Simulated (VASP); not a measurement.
Ge: single point with LDA

The system is Ge.

```xyz
2
Lattice="1.5076 -2.6288 0.0000 1.5076 2.6288 0.0000 0.0000 0.0000 4.7898" Properties=species:S:1:pos:R:3 pbc="T T T"
Ge    1.5076   -0.8757    1.1975
Ge    1.5076    0.8757    3.5924
```

This isn't the form of Ge at room conditions, which is diamond.

| Quantity | Value |
| --- | --- |
| Program | VASP 6.6.1 |
| Task | single point |
| Functional | LDA |
| Potentials or basis | VASP PAW LDA potentials, release 64 (Ge_d) |
| Cutoff | 520 eV |
| k mesh | 11 × 11 × 6 |
| Occupations | methfessel-paxton, width 0.05 eV |
| Spin | no spin polarisation |

| Property | Result |
| --- | --- |
| Pressure | -3.9 GPa |
| Largest force | 0.016 eV/Å |
| Band gap on the k mesh | zero (bands 14 and 15 overlap by 8.85 eV) |

Forces on the atoms (eV/Å):
```
Ge   0.000  0.016  0.000
Ge   0.000 -0.016  0.000
```

Stress tensor (GPa, compression positive):
```
-6.80  0.00  0.00
 0.00 -5.21  0.00
 0.00  0.00  0.33
```

Levels at points of the mesh, in eV from the Fermi level:
```
           k point  band 12  band 13  band 14  band 15  band 16  band 17
(0.00, 0.00, 0.00)    -7.53    -5.32     6.20     6.31     8.19     8.30
(0.00, 0.00, 0.50)   -11.48     1.70     1.70     7.27     7.27     7.37
```

It took 28 s on 1 thread of AMD EPYC 9R45 96-Core Processor (Zen 5), on a shared host, peak memory 0.17 GiB.

Caveat: the stress differs along the axes, from -7 to 0 GPa.
